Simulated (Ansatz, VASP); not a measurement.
Ir: VASP beside Ansatz

File INCAR:

```
  ALGO = Normal
  EDIFF = 1E-6
  ENCUT = 520
  GGA = PS
  ISIF = 2
  ISMEAR = 0
  LASPH = True
  LCHARG = True
  LELF = True
  LREAL = False
  LVHAR = True
  LWAVE = False
  NBANDS = 10
  NELM = 100
  PREC = Accurate
  SIGMA = 0.15
```

File KPOINTS:

```
k-points
0
Gamma
  22 22 22
```

Contents of POSCAR:

```
Ir
1.0
    0.0000000000      1.9580940000      1.9197000000
    1.9197000000      0.0000000000      1.9197000000
    1.9197000000      1.9580940000      0.0000000000
Ir
1
Direct
    0.0000000000      0.0000000000      0.0000000000
```

Input for Ansatz:

```yaml
crystal:
  lattice:
    - [0.0, 1.958094, 1.9197]
    - [1.9197, 0.0, 1.9197]
    - [1.9197, 1.958094, 0.0]
  atoms:
    - { symbol: Ir, position: [0.0, 0.0, 0.0] }
basis:
  ecutwfc: 420
kpoints:
  mp_grid: { grid: [22, 22, 22] }
hamiltonian:
  xc: pbesol
scf:
  occupations: { method: gaussian, width: 0.15 }
output:
  forces: true
  stress: true
  eigenvalues: true
```

Change from the starting cell: strain +0.0200 x Voigt [0, 1, 0, 0, 0, 0], atoms carried along.

Alike in both runs: task single point; functional PBEsol; k mesh 22 × 22 × 22; occupations gaussian, width 0.15 eV; no spin polarisation.

|  | VASP | Ansatz |
| --- | --- | --- |
| version | VASP 6.6.1 | Ansatz 0.2.0 |
| potentials or method | VASP PAW PBE potentials, release 64 (Ir), cutoff 520 eV | scalar-relativistic, plane waves, PAW |
| valence electrons in the cell | 9 | 17 |

Ansatz gave:

| Property | Result |
| --- | --- |
| gap on the k mesh at the Fermi level (eV) | none |
| pressure (GPa) | -9.5 |
| traceless stress, the component that is largest in VASP (GPa) | -4.73 |

Which values does VASP return?

gap on the k mesh at the Fermi level (eV): none; pressure (GPa): -8.7; traceless stress, the component that is largest in VASP (GPa): -4.71.

VASP's potentials were made for PBE, not for PBEsol. A gap of «none» marks a metal or a gap that the smearing closes. VASP's potentials hold 9 valence electrons a cell and Ansatz's 17, so a difference there can come from the potentials and not from the codes.

Spin-orbit coupling is off throughout.
